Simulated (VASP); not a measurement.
Input of a VASP 6.6.1 run:

INCAR

```
PREC = Accurate
ENCUT = 520
EDIFF = 1E-7
ISMEAR = -1
SIGMA = 0.06122561905347299
LREAL = False
LASPH = True
NELM = 100
ALGO = Normal
ISIF = 2
LWAVE = False
LCHARG = False
GGA = PE
NBANDS = 12
```

File KPOINTS:

```
regular mesh
0
Gamma
  21 21 21
```

The input POSCAR:

```
Cd
1.0
    0.0000000000      2.2672112002      2.2672112002
    2.2672112002      0.0000000000      2.2672112002
    2.2672112002      2.2672112002      0.0000000000
Cd
1
Direct
    0.0000000000      0.0000000000      0.0000000000
```

Potentials or basis: VASP PAW PBE potentials, release 64 (Cd).

Launch:

```console
$ cat potpaw_PBE.64/Cd/POTCAR > POTCAR
$ mpirun -np 1 vasp_std > vasp.out
```

(1) Predict the band gap on the k mesh.

(2) Predict the pressure.

## Answers

(1) zero (bands 6 and 7 overlap by 2.75 eV).

(2) -0.6 GPa.
